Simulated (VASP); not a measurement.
# HgTe (F-43m) in VASP: notebook, part 2 of 2

VASP 6.6.1. The steps go on from the part before.

### 3 Single point, PBE (strained)

File INCAR:

```
SYSTEM = HgTe
PREC = Accurate
ENCUT = 520
EDIFF = 1E-6
ISMEAR = 0
SIGMA = 0.1
LREAL = .False.
LASPH = .True.
NELM = 60
ALGO = Normal
ISIF = 2
LWAVE = .False.
LCHARG = .False.
GGA = PE
NBANDS = 16
```

File KPOINTS:

```
regular mesh
0
Gamma
  12 12 12
  0 0 0
```

File POSCAR:

```
HgTe
1.0
    0.0000000000      3.3474758100      3.3474758100
    3.3474758100      0.0000000000      3.3474758100
    3.3474758100      3.3474758100      0.0000000000
Hg Te
1 1
Direct
    0.0000000000      0.0000000000      0.0000000000
    0.7500000000      0.7500000000      0.7500000000
```

Potentials or basis: VASP PAW PBE potentials, release 64 (Hg, Te).

On the command line:

```sh
cat potpaw_PBE.64/Hg/POTCAR potpaw_PBE.64/Te/POTCAR > POTCAR
mpirun -np 1 vasp_std > vasp.out
```

OUTCAR:

```text
SYSTEM = HgTe
   PREC = Accurate
   ENCUT = 520
   EDIFF = 1E-6
   ISMEAR = 0
   LREAL = .False.
   LASPH = .True.
   NELM = 60
   ISIF = 2
   GGA = PE

 ion  position               nearest neighbor table
   1  0.000  0.000  0.000-   2 2.90   2 2.90   2 2.90   2 2.90
   2  0.750  0.750  0.750-   1 2.90   1 2.90   1 2.90   1 2.90

  LATTYP: Found a face centered cubic cell.
 ALAT       =     6.6949516200

  Lattice vectors:

 A1 = (   0.0000000000,   3.3474758100,   3.3474758100)
 A2 = (   3.3474758100,   0.0000000000,   3.3474758100)
 A3 = (   3.3474758100,   3.3474758100,   0.0000000000)
[... 624 lines left out ...]
      4      -4.3464      2.00000
      5      -4.3278      2.00000
      6      -4.0717      2.00000
[... 8 lines left out ...]
     15      11.2857      0.00000
     16      11.5376      0.00000

 [... further k-points ...]
[... 5 lines left out ...]
  --------------------------------------------------------------------------------------
  -------------------------------------------------------------------------------------
  Total       -0.2838877     -0.2838877     -0.2838877     -0.0000000      0.0000000      0.0000000
  in kB       -6.0628213     -6.0628213     -6.0628213     -0.0000000      0.0000000      0.0000000
  external PRESSURE =      -6.0628213 kB  Pullay stress =       0.0000000 kB

 VOLUME and BASIS-vectors are now :
 -----------------------------------------------------------------------------
  energy-cutoff  :      520.00
  volume of cell :       75.02
      direct lattice vectors                 reciprocal lattice vectors
     0.000000000  3.347475810  3.347475810    -0.149366277  0.149366277  0.149366277
     3.347475810  0.000000000  3.347475810     0.149366277 -0.149366277  0.149366277
     3.347475810  3.347475810  0.000000000     0.149366277  0.149366277 -0.149366277

 POSITION                                       TOTAL-FORCE (eV/Angst)
 -----------------------------------------------------------------------------------
      0.00000      0.00000      0.00000        -0.000000     -0.000000     -0.000000
      5.02121      5.02121      5.02121         0.000000      0.000000      0.000000
 -----------------------------------------------------------------------------------
    total drift:                                0.000000      0.000000      0.000000

  FREE ENERGIE OF THE ION-ELECTRON SYSTEM (eV)
  ---------------------------------------------------
  free  energy   TOTEN  =        -3.6495168012 eV

  energy  without entropy=       -3.6493501273  energy(sigma->0) =       -3.64943346
```

OSZICAR:

```text
N       E                     dE             d eps       ncg     rms          rms(c)
DAV:   1     0.103983989124E+03    0.10398E+03   -0.78667E+03  2304   0.958E+02
DAV:   2    -0.437632278181E-01   -0.10403E+03   -0.96955E+02  2672   0.223E+02
DAV:   3    -0.381177650411E+01   -0.37680E+01   -0.37579E+01  2856   0.440E+01
DAV:   4    -0.384821654201E+01   -0.36440E-01   -0.36438E-01  3408   0.389E+00
DAV:   5    -0.384832548221E+01   -0.10894E-03   -0.10894E-03  3008   0.198E-01    0.607E+00
DAV:   6    -0.365525867974E+01    0.19307E+00   -0.38206E-01  2696   0.775E+00    0.498E+00
DAV:   7    -0.364981177272E+01    0.54469E-02   -0.82325E-02  2648   0.188E+00    0.200E+00
DAV:   8    -0.364944035454E+01    0.37142E-03   -0.77796E-03  2648   0.973E-01    0.443E-01
DAV:   9    -0.364947347324E+01   -0.33119E-04   -0.69164E-04  2968   0.282E-01    0.837E-02
DAV:  10    -0.364950360598E+01   -0.30133E-04   -0.84722E-05  2760   0.789E-02    0.440E-02
DAV:  11    -0.364951717639E+01   -0.13570E-04   -0.22508E-05  2816   0.306E-02    0.170E-02
DAV:  12    -0.364951680123E+01    0.37515E-06   -0.27519E-06  2664   0.990E-03
   1 F= -.36495168E+01 E0= -.36494335E+01  d E =-.166674E-03
```

stdout:

```text
POSCAR found type information on POSCAR HgTe
 POSCAR found :  2 types and       2 ions
 scaLAPACK will be used
 LDA part: xc-table for (Slater+PW92), standard interpolation
 POSCAR, INCAR and KPOINTS ok, starting setup
 FFT: planning ... GRIDC
 FFT: planning ... GRID_SOFT
 FFT: planning ... GRID
 WAVECAR not read
 entering main loop
```

Wall time 2.1 min (1 thread of AMD EPYC 7R43 (Zen 3), shared host); peak memory 0.22 GiB.

What came out:

```
Free energy            : -3.6495 eV
Pressure               : -0.6 GPa
Band gap on the k mesh : zero (filled and empty bands touch)
```

Caveat: the cell differs from its parent crystal (strained); spin-orbit coupling is left out, which moves the levels of the heavy elements.

### 4 Single point, PBE

Changes to INCAR since step 3:

```diff
@@ -5,3 +5,3 @@
 ISMEAR = 0
-SIGMA = 0.1
+SIGMA = 0.15
 LREAL = .False.
```

File KPOINTS:

```
regular mesh
0
Gamma
  10 10 10
  0 0 0
```

File POSCAR:

```
HgTe
1.0
    0.0000000000      3.3247980880      3.3247980880
    3.3247980880      0.0000000000      3.3247980880
    3.3247980880      3.3247980880      0.0000000000
Hg Te
1 1
Direct
    0.0000000000      0.0000000000      0.0000000000
    0.7500000000      0.7500000000      0.7500000000
```

On the command line:

```sh
cat potpaw_PBE.64/Hg/POTCAR potpaw_PBE.64/Te/POTCAR > POTCAR
mpirun -np 1 vasp_std > vasp.out
```

It took 19 s on 1 thread of Intel Xeon 6975P-C (Granite Rapids), shared host; peak memory 0.23 GiB.

The run converged. Its results:

```
Free energy            : -3.6517 eV
Pressure               : 0.1 GPa
Band gap on the k mesh : zero (filled and empty bands touch)
```

Levels at points of the mesh, in eV from the Fermi level:
```csv
k point,band 6,band 7,band 8,band 9,band 10,band 11,band 12,band 13
"(0.00, 0.00, 0.00)",-6.57,-1.03,-0.11,-0.11,-0.11,4.26,4.26,4.26
"(0.50, 0.00, 0.00)",-6.32,-5.07,-0.94,-0.94,0.59,5.00,5.00,6.69
"(0.50, 0.50, 0.00)",-6.21,-5.10,-2.04,-2.04,1.80,2.60,7.81,8.40
```

Caveat: spin-orbit coupling is left out, which moves the levels of the heavy elements.

### 5 The runs side by side

| cell | k mesh | smearing | gap on the mesh (eV) | pressure (GPa) |
| --- | --- | --- | --- | --- |
| a = 4.702 Å, angles 60.0°, 2 atoms | 12 × 12 × 12 | gaussian 0.1 eV | none | 0.1 |
| a = 4.734 Å, angles 60.0°, 2 atoms | 12 × 12 × 12 | gaussian 0.1 eV | none | -0.6 |
| a = 4.702 Å, angles 60.0°, 2 atoms | 10 × 10 × 10 | gaussian 0.15 eV | none | 0.1 |

Alike in all rows: task single point; level PBE; potentials or basis VASP PAW PBE potentials, release 64 (Hg, Te); no spin polarisation; cutoff (eV) 520.

Caveats: spin-orbit coupling is left out, which moves the levels of the heavy elements.

Total energies depend on the potentials used, so only differences within one code and one set of settings carry meaning.
